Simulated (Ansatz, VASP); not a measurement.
**LiAgC2: VASP beside Ansatz**

```
Li Ag C
1.0
     3.82524    0.00000    0.00000
    -1.91262    3.31276    0.00000
     0.00000    0.00000    4.85078
Li Ag C
1 1 2
Direct
  0.00000 0.00000 0.50000
  0.66667 0.33333 0.00000
  0.66667 0.33333 0.63247
  0.66667 0.33333 0.36753
```

Alike in both runs: task single point; functional PBE; k mesh 9 × 9 × 6; occupations gaussian, width 0.02 eV; no spin polarisation.

|  | VASP | Ansatz |
| --- | --- | --- |
| version | VASP 6.6.1 | Ansatz 0.2.0 |
| potentials or method | VASP PAW PBE potentials, release 64 (Li_sv, Ag, C), cutoff 520 eV | scalar-relativistic, plane waves, PAW |
| valence electrons in the cell | 22 | 30 |

VASP gave:

* gap on the k mesh at the Fermi level (eV): 0.91
* least direct gap on the mesh (eV): 1.30
* rms of the force components (eV/Å): 3.313

Task: Which values does Ansatz return?

Result: gap on the k mesh at the Fermi level (eV): 0.89; least direct gap on the mesh (eV): 1.29; rms of the force components (eV/Å): 3.382.

Atom by atom the forces differ by 0.069 eV/Å (rms over components). VASP's potentials hold 22 valence electrons a cell and Ansatz's 30, so a difference there can come from the potentials and not from the codes.

Noted on VASP's run: the cutoff is short for stress, so the pressure is rough.
